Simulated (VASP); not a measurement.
Set up this calculation in VASP 6.6.1, as the native input.

| Item | Value |
| --- | --- |
| Task | relaxation of cell and atoms |
| Functional | LDA |
| Potentials or basis | VASP PAW LDA potentials, release 64 (Ba_sv, Hg_sv_GW) |
| Cutoff | 550 eV |
| k mesh | 5 × 5 × 5 |
| Occupations | gaussian, width 0.1 eV |
| Spin | no spin polarisation |
| Dipole correction | no |
| Further INCAR settings | ALGO = Normal; EDIFF = 1e-07; IBRION = 2; EDIFFG = -0.01; NSW = 80; ISIF = 3 |

The structure of BaHg lies in POSCAR:

```
BaHg
1.0
    4.1800000000      0.0000000000      0.0000000000
    0.0000000000      4.1800000000      0.0000000000
    0.0000000000      0.0000000000      4.1800000000
Ba Hg
1 1
Direct
    0.0000000000      0.0000000000      0.0000000000
    0.5000000000      0.5000000000      0.5000000000
```

These files were run (other wordings do the same):

INCAR

```
PREC     = Accurate       # precision mode
ENCUT    = 550            # plane-wave cutoff, eV
EDIFF    = 1E-7           # SCF threshold, eV
ISMEAR   = 0              # smearing method
SIGMA    = 0.1            # smearing width, eV
LREAL    = False          # projectors in reciprocal space
LASPH    = True           # aspherical terms in the spheres
NELM     = 120            # most SCF steps
ALGO     = Normal         # electronic algorithm
ISIF     = 3              # what is computed and relaxed
LWAVE    = False          # write WAVECAR
LCHARG   = False          # write CHGCAR
IBRION   = 2              # ionic algorithm
NSW      = 80             # ionic steps
EDIFFG   = -0.01          # ionic threshold
GGA_COMPAT= False        
NELMIN   = 4
```

KPOINTS

```
Automatic mesh
0
Gamma
  5 5 5
```

Potentials or basis: VASP PAW LDA potentials, release 64 (Ba_sv, Hg_sv_GW).

Run with:

```bash
$ cat potpaw_LDA.64/Ba_sv/POTCAR potpaw_LDA.64/Hg_sv_GW/POTCAR > POTCAR
$ mpirun -np 1 vasp_std > vasp.out
```

Results of the run:

```json
{
 "Relaxed volume": "33.27 Å³/atom",
 "Relaxed cell": "a = 4.052 Å, b = 4.052 Å, c = 4.052 Å, α = 90.00°, β = 90.00°, γ = 90.00°",
 "Space group after relaxing (to 0.1 Å)": "Pm-3m (No. 221)",
 "Energy gained by relaxing": "28.5 meV/atom",
 "Ionic steps": "3",
 "Pressure after relaxing": "0.0 GPa",
 "Band gap on the k mesh": "zero (bands 15 and 16 overlap by 1.87 eV)"
}
```

Caveat: spin-orbit coupling is left out, which moves the levels of the heavy elements.

Wall time 27 s on 1 thread of Intel(R) Xeon(R) Platinum 8259CL CPU @ 2.50GHz (Skylake/Cascade Lake), on a shared host, peak memory 0.17 GiB.
